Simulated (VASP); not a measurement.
# Au (Fm-3m) in VASP: single point with r2SCAN

Aim: the single point of Au with r2SCAN.

Everything below comes from runs of VASP 6.6.1. Logs are shortened: lines on timing, memory, paths and dates and some standing lists are left out, and cuts for length are marked.

### Step 1. The cell of the first run

The structure is cubic, space group Fm-3m (No. 225). The conventional cell has a = 4.144 Å, b = 4.144 Å, c = 4.144 Å, α = 90.00°, β = 90.00°, γ = 90.00°. Au (site symmetry m-3m) has 12 Au at 2.93 Å within 3.9 Å.

### Step 2. Single point, r2SCAN

Input file POSCAR:

```
Au
1.0
    0.0000000000      2.0718428900      2.0718428900
    2.0718428900      0.0000000000      2.0718428900
    2.0718428900      2.0718428900      0.0000000000
Au
1
Direct
    0.0000000000      0.0000000000      0.0000000000
```

Input file INCAR.step1:

```
SYSTEM = Au
PREC = Accurate
ENCUT = 520
ISMEAR = -1
SIGMA = 0.0617
LREAL = .False.
LASPH = .True.
NELM = 100
NBANDS = 12
GGA = PE
ALGO = Normal
EDIFF = 1E-4
LWAVE = .True.
LCHARG = .False.
```

Input file INCAR.step2:

```
SYSTEM = Au
PREC = Accurate
ENCUT = 520
EDIFF = 1E-6
ISMEAR = -1
SIGMA = 0.0617
LREAL = .False.
LASPH = .True.
NELM = 100
ALGO = Normal
ISIF = 2
LWAVE = .False.
LCHARG = .False.
METAGGA = R2SCAN
LMIXTAU = .True.
NBANDS = 12
ISTART = 1
```

Input file KPOINTS:

```
regular mesh
0
Gamma
  14 14 14
  0 0 0
```

Potentials or basis: VASP PAW PBE potentials, release 64 (Au).

Launch:

```console
$ cat potpaw_PBE.64/Au/POTCAR > POTCAR
$ cp INCAR.step1 INCAR
$ mpirun -np 1 vasp_std > vasp.out
$ cp INCAR.step2 INCAR
$ mpirun -np 1 vasp_std > vasp.out
```

OUTCAR:

```text
SYSTEM = Au
   PREC = Accurate
   ENCUT = 520
   EDIFF = 1E-6
   ISMEAR = -1
   LREAL = .False.
   LASPH = .True.
   NELM = 100
   ISIF = 2
   METAGGA = R2SCAN
   ISTART = 1

 ion  position               nearest neighbor table
   1  0.000  0.000  0.000-

  LATTYP: Found a face centered cubic cell.
 ALAT       =     4.1436857800

  Lattice vectors:

 A1 = (   0.0000000000,   2.0718428900,   2.0718428900)
 A2 = (   2.0718428900,   0.0000000000,   2.0718428900)
 A3 = (   2.0718428900,   2.0718428900,   0.0000000000)

Analysis of symmetry for initial positions (statically):
=====================================================================
 Subroutine PRICEL returns:
 Original cell was already a primitive cell.

 Routine SETGRP: Setting up the symmetry group for a
 face centered cubic supercell.

 Subroutine GETGRP returns: Found 48 space group operations
 (whereof 48 operations were pure point group operations)
 out of a pool of 48 trial point group operations.

The static configuration has the point symmetry O_h .

Analysis of symmetry for dynamics (positions and initial velocities):
=====================================================================
 Subroutine PRICEL returns:
 Original cell was already a primitive cell.

 Routine SETGRP: Setting up the symmetry group for a
 face centered cubic supercell.

 Subroutine GETGRP returns: Found 48 space group operations
 (whereof 48 operations were pure point group operations)
 out of a pool of 48 trial point group operations.

The dynamic configuration has the point symmetry O_h .

 Subroutine INISYM returns: Found 48 space group operations
 (whereof 48 operations are pure point group operations),
 and found     1 'primitive' translations

----------------------------------------------------------------------------------------

                                     Primitive cell

  volume of cell :      17.7869

  direct lattice vectors                    reciprocal lattice vectors
     0.000000000  2.071842890  2.071842890    -0.241331040  0.241331040  0.241331040
     2.071842890  0.000000000  2.071842890     0.241331040 -0.241331040  0.241331040
     2.071842890  2.071842890  0.000000000     0.241331040  0.241331040 -0.241331040

  length of vectors
     2.930028314  2.930028314  2.930028314     0.417997623  0.417997623  0.417997623

  position of ions in fractional coordinates (direct lattice)
     0.000000000  0.000000000  0.000000000

  ion indices of the primitive-cell ions
   primitive index   ion index
                 1           1

----------------------------------------------------------------------------------------

 KPOINTS: regular mesh

Automatic generation of k-mesh.
 Grid dimensions read from file:
 generate k-points for:   14   14   14

 Generating k-lattice:

  Cartesian coordinates                     Fractional coordinates (reciprocal lattice)
    -0.017237931  0.017237931  0.017237931     0.071428571  0.000000000  0.000000000
     0.017237931 -0.017237931  0.017237931     0.000000000  0.071428571  0.000000000
     0.017237931  0.017237931 -0.017237931     0.000000000  0.000000000  0.071428571

  Length of vectors
     0.029856973  0.029856973  0.029856973

  Shift w.r.t. Gamma in fractional coordinates (k-lattice)
     0.000000000  0.000000000  0.000000000

 Subroutine IBZKPT returns following result:
 ===========================================

 Found    104 irreducible k-points:

 Following reciprocal coordinates:
            Coordinates               Weight
  0.000000  0.000000  0.000000      1.000000
  0.071429  0.000000  0.000000      8.000000
  0.142857  0.000000  0.000000      8.000000
  0.214286  0.000000  0.000000      8.000000
  0.285714  0.000000  0.000000      8.000000
  0.357143  0.000000  0.000000      8.000000
[... 16 lines left out ...]
  0.214286  0.142857  0.000000     24.000000
  0.285714  0.142857  0.000000     24.000000
 [... further k-points ...]
   k-points           NKPTS =    104   k-points in BZ     NKDIM =    104   number of bands    NBANDS=     12
   number of dos      NEDOS =    301   number of ions     NIONS =      1
   total plane-waves  NPLWV =  13824
   dimension x,y,z NGX =    24 NGY =   24 NGZ =   24
   dimension x,y,z NGXF=    48 NGYF=   48 NGZF=   48
   ions per type =               1
   NGX,Y,Z   is equivalent  to a cutoff of  13.62, 13.62, 13.62 a.u.
   NGXF,Y,Z  is equivalent  to a cutoff of  27.23, 27.23, 27.23 a.u.
 SYSTEM =  Au
   PREC   = accura    normal or accurate (medium, high low for compatibility)
   ISTART =      1    job   : 0-new  1-cont  2-samecut
   ICHARG =      0    charge: 1-file 2-atom 10-const
   ISPIN  =      1    spin polarized calculation?
   LNONCOLLINEAR =      F non collinear calculations
   LSORBIT =      F    spin-orbit coupling
   LASPH  =      T    aspherical Exc in radial PAW
   ENCUT  =  520.0 eV  38.22 Ry    6.18 a.u.   5.45  5.45  5.45*2*pi/ulx,y,z
   NELM   =    100;   NELMIN=  2; NELMDL=  0     # of ELM steps
   EDIFF  = 0.1E-05   stopping-criterion for ELM
   LREAL  =      F    real-space projection
   EDIFFG = 0.1E-04   stopping-criterion for IOM
   NSW    =      0    number of steps for IOM
   IBRION =     -1    ionic relax: 0-MD 1-quasi-New 2-CG
   NFREE  =      0    steps in history (QN), initial steepest desc. (CG)
   ISIF   =      2    stress and relaxation
   ISYM   =      2    0-nonsym 1-usesym 2-fastsym
   POTIM  = 0.5000    time-step for ionic-motion
   TEBEG  =    0.0;   TEEND  =   0.0 temperature during run
   PSTRESS=    0.0 pullay stress
   NELECT =      11.0000    total number of electrons
   NUPDOWN=      -1.0000    fix difference up-down
   EMIN   =  10.00;   EMAX   =-10.00  energy-range for DOS
   EFERMI =   0.00;   METHOD = LEGACY
   ISMEAR =    -1;   SIGMA  =   0.06  broadening in eV -4-tet -1-fermi 0-gaus
   EFERMI_NEDOS =   21; number of points for ismear=-14 and -15
   IALGO  =     38    algorithm
   IMIX   =      4    mixing-type and parameters
     AMIX     =   0.40;   BMIX     =  1.00
     AMIX_MAG =   1.60;   BMIX_MAG =  1.00
  volume/ion in A,a.u.               =      17.79       120.03
  Fermi-wavevector in a.u.,A,eV,Ry     =   1.394780  2.635751 26.468910  1.945410
  Thomas-Fermi vector in A             =   2.518295
   LORBIT       =      0    0 simple, 1 ext, 2 COOP (PROOUT), +10 PAW based schemes
   METAGGA = R2SCAN    functional components
   LHFCALC =     F    Hartree Fock is set to
   AEXX    =    0.0000 exact exchange contribution
   IVDW    =     0    specifies the selected vdW correction
   LEPSILON=     F    determine dielectric tensor
   LRPA    =     F    only Hartree local field effects (RPA)
 non-spin polarized calculation
  energy-cutoff  :      520.00
  volume of cell :       17.79
 maximum number of plane-waves:       531
 NGX is ok and might be reduce to    24
   NGX = 11   NGY = 11   NGZ = 11

 number of electron      11.0000002 magnetization

 Free energy of the ion-electron system (eV)
  ---------------------------------------------------
  ext. energy  EPLUGINS =         0.00000000
  ---------------------------------------------------
  free energy    TOTEN  =       -50.59274027 eV

  energy without entropy =      -50.58864567  energy(sigma->0) =      -50.59069297

 E-fermi :   8.5773     XC(G=0): -13.3272

 val. band max:        8.5499179303   @ k =   0.5000   0.0714   0.0000
 cond. band min:       8.6124367550   @ k =   0.5000   0.3571   0.1429
 fundamental gap:      0.0625188247
 Fermi energy:         8.5772778313

 k-point     1 :       0.0000    0.0000    0.0000
  band No.  band energies     occupation
      1      -0.9987      2.00000
      2       3.9114      2.00000
      3       3.9114      2.00000
      4       3.9114      2.00000
      5       5.3313      2.00000
      6       5.3313      2.00000
      7      23.9994      0.00000
      8      27.8269      0.00000
      9      27.8269      0.00000
     10      27.8269      0.00000
     11      32.9554      0.00000
     12      36.9650      0.00000

 k-point     2 :       0.0714    0.0000    0.0000
  band No.  band energies     occupation
      1      -0.8213      2.00000
      2       3.8591      2.00000
      3       3.9700      2.00000
      4       3.9700      2.00000
      5       5.3070      2.00000
      6       5.3070      2.00000
      7      24.1819      0.00000
      8      26.6977      0.00000
      9      28.0149      0.00000
     10      28.0149      0.00000
     11      33.6243      0.00000
     12      35.4829      0.00000

 k-point     3 :       0.1429    0.0000    0.0000
  band No.  band energies     occupation
      1      -0.3152      2.00000
      2       3.7472      2.00000
      3       4.1048      2.00000
      4       4.1048      2.00000
      5       5.2782      2.00000
      6       5.2782      2.00000
      7      23.9904      0.00000
      8      25.0678      0.00000
      9      28.5036      0.00000
     10      28.5036      0.00000
     11      32.1241      0.00000
     12      34.2940      0.00000

 k-point     4 :       0.2143    0.0000    0.0000
  band No.  band energies     occupation
      1       0.4116      2.00000
      2       3.7287      2.00000
      3       4.1889      2.00000
      4       4.1889      2.00000
      5       5.3754      2.00000
      6       5.3754      2.00000
      7      21.4815      0.00000
      8      25.1396      0.00000
      9      28.9535      0.00000
     10      28.9535      0.00000
     11      31.0182      0.00000
     12      32.7308      0.00000

 k-point     5 :       0.2857    0.0000    0.0000
  band No.  band energies     occupation
      1       1.0772      2.00000
      2       4.1282      2.00000
      3       4.1328      2.00000
      4       4.1328      2.00000
      5       5.6751      2.00000
      6       5.6751      2.00000
      7      18.5778      0.00000
      8      24.7538      0.00000
      9      28.5425      0.00000
     10      28.5425      0.00000
     11      31.5013      0.00000
     12      32.3357      0.00000
[... 228 lines left out ...]
      1      -0.5325      2.00000
      2       3.7571      2.00000
      3       4.0520      2.00000
      4       4.0904      2.00000
      5       5.1839      2.00000
      6       5.3725      2.00000
      7      24.4230      0.00000
      8      25.6641      0.00000
      9      27.4244      0.00000
     10      28.7700      0.00000
     11      32.6436      0.00000
     12      35.0051      0.00000

 k-point    22 :       0.1429    0.1429    0.0000
  band No.  band energies     occupation
      1      -0.0789      2.00000
      2       3.4866      2.00000
      3       4.3192      2.00000
      4       4.3192      2.00000
      5       4.9001      2.00000
      6       5.5251      2.00000
      7      24.9819      0.00000
      8      26.0838      0.00000
      9      26.6219      0.00000
     10      26.6219      0.00000
     11      32.0225      0.00000
     12      34.1389      0.00000

 k-point    23 :       0.2143    0.1429    0.0000
  band No.  band energies     occupation
      1       0.4901      2.00000
      2       3.3086      2.00000
      3       4.4072      2.00000
      4       4.5054      2.00000
      5       4.9059      2.00000
      6       5.6435      2.00000
      7      23.7683      0.00000
      8      25.4901      0.00000
      9      25.9354      0.00000
     10      27.4009      0.00000
     11      30.0055      0.00000
     12      33.9836      0.00000

 k-point    24 :       0.2857    0.1429    0.0000
  band No.  band energies     occupation
      1       1.2066      2.00000
      2       3.2467      2.00000
      3       4.1878      2.00000
      4       4.5735      2.00000
      5       5.4268      2.00000
      6       5.8807      2.00000
      7      20.8948      0.00000
      8      25.3091      0.00000
      9      25.4258      0.00000
     10      27.3974      0.00000
     11      30.0678      0.00000
     12      33.8775      0.00000

 [... further k-points ...]

------------------------ aborting loop because EDIFF is reached ----------------------------------------

  FORCE on cell =-STRESS in cart. coord.  units (eV):
  Direction    XX          YY          ZZ          XY          YZ          ZX
  --------------------------------------------------------------------------------------
  -------------------------------------------------------------------------------------
  Total       -0.2033872     -0.2033872     -0.2033872     -0.0000000     -0.0000000     -0.0000000
  in kB      -18.3203514    -18.3203514    -18.3203514     -0.0000000     -0.0000000     -0.0000000
  external PRESSURE =     -18.3203514 kB  Pullay stress =       0.0000000 kB

 VOLUME and BASIS-vectors are now :
 -----------------------------------------------------------------------------
  energy-cutoff  :      520.00
  volume of cell :       17.79
      direct lattice vectors                 reciprocal lattice vectors
     0.000000000  2.071842890  2.071842890    -0.241331040  0.241331040  0.241331040
     2.071842890  0.000000000  2.071842890     0.241331040 -0.241331040  0.241331040
     2.071842890  2.071842890  0.000000000     0.241331040  0.241331040 -0.241331040

 POSITION                                       TOTAL-FORCE (eV/Angst)
 -----------------------------------------------------------------------------------
      0.00000      0.00000      0.00000         0.000000      0.000000      0.000000
 -----------------------------------------------------------------------------------
    total drift:                                0.000000      0.000000      0.000000

  FREE ENERGIE OF THE ION-ELECTRON SYSTEM (eV)
  ---------------------------------------------------
  free  energy   TOTEN  =       -50.5927402738 eV

  energy  without entropy=      -50.5886456682  energy(sigma->0) =      -50.59069297
```

Run time: 39 s. Hardware: 1 thread of Intel Xeon Platinum 8488C (Sapphire Rapids), shared host; peak memory 0.16 GiB.

What came out:

| Quantity | Value |
| --- | --- |
| Free energy | -50.5927 eV |
| Pressure | -1.8 GPa |
| Band gap on the k mesh | zero (an odd number of electrons rules out a gap without spin polarisation) |

Caveat: the PAW data sets were made with another functional, which shifts forces and pressure a little; spin-orbit coupling is left out, which moves the levels of the heavy elements.

The gap in the log of VASP goes by the Fermi energy; the results here count the filled bands.